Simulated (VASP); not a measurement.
A run of VASP 6.6.1:

The input INCAR:

```
ALGO = Normal ; EDIFF = 1E-6
ENCUT = 520 ; GGA = PE
GGA_COMPAT = False ; ISIF = 2
ISMEAR = 0 ; ISPIN = 2
LASPH = True ; LCHARG = True
LELF = True ; LORBIT = 11
LREAL = Auto ; LVHAR = True
LWAVE = False ; MAGMOM = 0 0 0 0 0 0 0 0 0 0 0 0 0 0 0 0 0 0 0 0 0 0 0 0 0 0 0 0 0 0 0 0 0 0 0 0 0 0 0 0 0 0 0 0 0 0 0 0
NBANDS = 128 ; NELM = 200
PREC = Accurate ; SIGMA = 0.05
```

KPOINTS

```
k-points
0
Gamma
  2 2 2
```

POSCAR

```
B24HN23
1.0
   -3.8309090000      2.2117770000     -4.2268550000
    3.8309090000     -2.2117770000     -4.2268550000
   -3.8309090000     -6.6353300000      4.2268550000
B H N
24 1 23
Direct
    0.6445970112      0.3123738490      0.0002383574
    0.1716551529      0.8385676209      0.0002465695
    0.8335857462      0.0069188693      0.8353308409
    0.3384802636      0.4996572046      0.8331756644
    0.0033112007      0.6696381549      0.6655368282
    0.5014041464      0.1699680913      0.6695031519
    0.1686601941      0.3360664377      0.4999684736
    0.6689286443      0.8363337000      0.5004933987
    0.3379999524      0.0043279434      0.3349194250
    0.8321297066      0.5007098053      0.3309354116
    0.5055478080      0.6667291495      0.1672992393
   -0.0015283533      0.1718357034      0.1651068549
    0.5861319328      0.9127320529      0.0002410938
    0.0970311788      0.4317949784      0.0002307277
    0.7640470446      0.5978629943      0.8327577395
    0.2464001089      0.0842602141      0.8321879509
    0.9190549171      0.2547755189      0.6681925497
    0.4204256060      0.7518786751      0.6668949024
    0.0852019110      0.9194103881      0.4988816013
    0.5865664450      0.4207677120      0.5015817481
    0.2510754062      0.5868282318      0.3322764307
    0.7537567217      0.0852125978      0.3335714424
    0.4144304226      0.2523098545      0.1682663185
    0.9315631000      0.7652876053      0.1676745736
    0.7766182935      0.4458917691      0.0002605364
    0.3549267570      0.0220543956      0.0002304044
    0.0177627878      0.1974793249      0.8364047958
    0.5289269884      0.6852188644      0.8355133972
    0.1883967968      0.8545371918      0.6654176607
    0.6931629178      0.3601843561      0.6727817559
    0.3561837491      0.5232332454      0.4998071917
    0.8566119341      0.0236687533      0.5006639856
    0.5232050113      0.1893614134      0.3350484950
    0.0206378404      0.6876595477      0.3277136177
    0.6936397814      0.8499587318      0.1649680841
    0.1815968345      0.3613312400      0.1640627887
    0.7673348890      0.0964661403      0.0002253085
    0.2791114909      0.6095151814      0.0002296141
    0.9427883117      0.7786683148      0.8320362831
    0.4283910767      0.2650962290      0.8308458783
    0.1067705880      0.4406264148      0.6669602670
    0.6057767420      0.9403112593      0.6672838891
    0.2732401867      0.1069345942      0.5004209725
    0.7730618694      0.6067577410      0.5000393136
    0.4400432231      0.7739011488      0.3334982525
    0.9387087860      0.2732687347      0.3331777711
    0.5977592654      0.4344845639      0.1696149448
    0.1109968436      0.9468942963      0.1684205858
```

Potentials or basis: VASP PAW PBE potentials, release 64 (B, H, N).

The run is started by

```sh
$ cat potpaw_PBE.64/B/POTCAR potpaw_PBE.64/H/POTCAR potpaw_PBE.64/N/POTCAR > POTCAR
$ mpirun -np 1 vasp_std > vasp.out
```

Hardware: 1 thread of Intel(R) Xeon(R) Platinum 8488C (Sapphire Rapids), with other jobs on the host.

How long does it take, and how much memory?

It took 27 min on 1 thread of Intel(R) Xeon(R) Platinum 8488C (Sapphire Rapids), on a shared host, peak memory 0.74 GiB. Counts: scf iterations 16, k points 8.
